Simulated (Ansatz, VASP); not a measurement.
Pb in VASP and in Ansatz

```
Pb
1.0
     0.00000    3.41190    3.41190
     3.41190    0.00000    3.41190
     3.41190    3.41190    0.00000
Pb
2
Direct
  0.87500 0.87500 0.87500
  0.12500 0.12500 0.12500
```

Alike in both runs: functional LDA; k mesh 11 × 11 × 11; occupations fermi-dirac, width 0.05 eV; no spin polarisation.

Ansatz relaxed the structure, and its values are those at the end. VASP's run is a single point on that final structure, the one shown.

|  | VASP | Ansatz |
| --- | --- | --- |
| version | VASP 6.6.1 | Ansatz 0.2.0 |
| potentials or method | VASP PAW LDA potentials, release 64 (Pb_d), cutoff 520 eV | all-electron LAPW, scalar-relativistic |

```csv
,VASP,Ansatz,Ansatz less VASP
pressure (GPa),0.0,0.0,+0.03
```

LDA's correlation is that of Perdew and Zunger in VASP and of Perdew and Wang (1992) in Ansatz. Ansatz ran all-electron here, and VASP with PAW potentials.

Neither program's run includes spin-orbit coupling.
